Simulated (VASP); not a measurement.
A run of VASP 6.6.1 is set up as follows.

Contents of INCAR:

```
SYSTEM = CdS
PREC = Accurate
ENCUT = 520
EDIFF = 1E-6
ISMEAR = -1
SIGMA = 0.02
LREAL = .FALSE.
LASPH = .TRUE.
NELM = 150
ALGO = Normal
ISIF = 2
LWAVE = .FALSE.
LCHARG = .FALSE.
MAGMOM = 0 0 0 0 0 0 0 0 0 0 0 0
LORBIT = 11
LSORBIT = .TRUE.
GGA_COMPAT = .FALSE.
LORBMOM = .TRUE.
GGA = PE
NBANDS = 50
```

File KPOINTS:

```
Automatic mesh
0
G
  12 12 4
  0 0 0
```

File POSCAR:

```
CdS
1.0
    4.1645590945      0.0000000000      0.0000000000
   -2.0822795473      3.6066139714      0.0000000000
    0.0000000000      0.0000000000      6.7662377200
Cd S
2 2
Direct
    0.6666666667      0.3333333333      0.5000478141
    0.3333333333      0.6666666667      0.0000478141
    0.6666666667      0.3333333333      0.8769521859
    0.3333333333      0.6666666667      0.3769521859
```

Potentials or basis: VASP PAW PBE potentials, release 64 (Cd, S).

The run is started by

```bash
$ cat potpaw_PBE.64/Cd/POTCAR potpaw_PBE.64/S/POTCAR > POTCAR
$ mpirun -np 1 vasp_ncl > vasp.out
```

(1) What does it give for the net moment?

(2) Estimate the pressure.

Results:

(1) 0.00 μB per cell.

(2) 1.7 GPa.
